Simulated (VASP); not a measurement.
The system is PtS2.

```xyz
3
Lattice="3.5526 0.0000 0.0000 -1.7763 3.0767 0.0000 0.0000 0.0000 5.1228" Properties=species:S:1:pos:R:3 pbc="T T T"
Pt    0.0000    0.0000    0.0000
S     0.0000    2.0511    1.2257
S     1.7763    1.0256    3.8972
```

Base run:

* Program: VASP 6.6.1
* Functional: r2SCAN
* Potentials or basis: VASP PAW PBE potentials, release 64 (Pt, S)
* Cutoff: 550 eV
* k mesh: 12 × 12 × 6
* Occupations: gaussian, width 0.01 eV
* Spin: no spin polarisation

Its results: band gap on the k mesh 0.87 eV (least direct gap 1.14 eV); pressure 1.2 GPa; largest force 0.049 eV/Å.

Task: The run is repeated on the same cell with these changes: functional from r2SCAN to PBE0; cutoff from 550 eV to 400 eV; k mesh from 12 × 12 × 6 to 6 × 6 × 4. What comes out?

Result: Band gap on the k mesh 2.08 eV (least direct gap 2.82 eV); pressure -1.5 GPa; largest force 0.411 eV/Å.

Several settings changed at once.

Caveats: the PAW data sets were made with another functional, which shifts forces and pressure a little; spin-orbit coupling is left out, which moves the levels of the heavy elements.

A k mesh can miss the band edges.
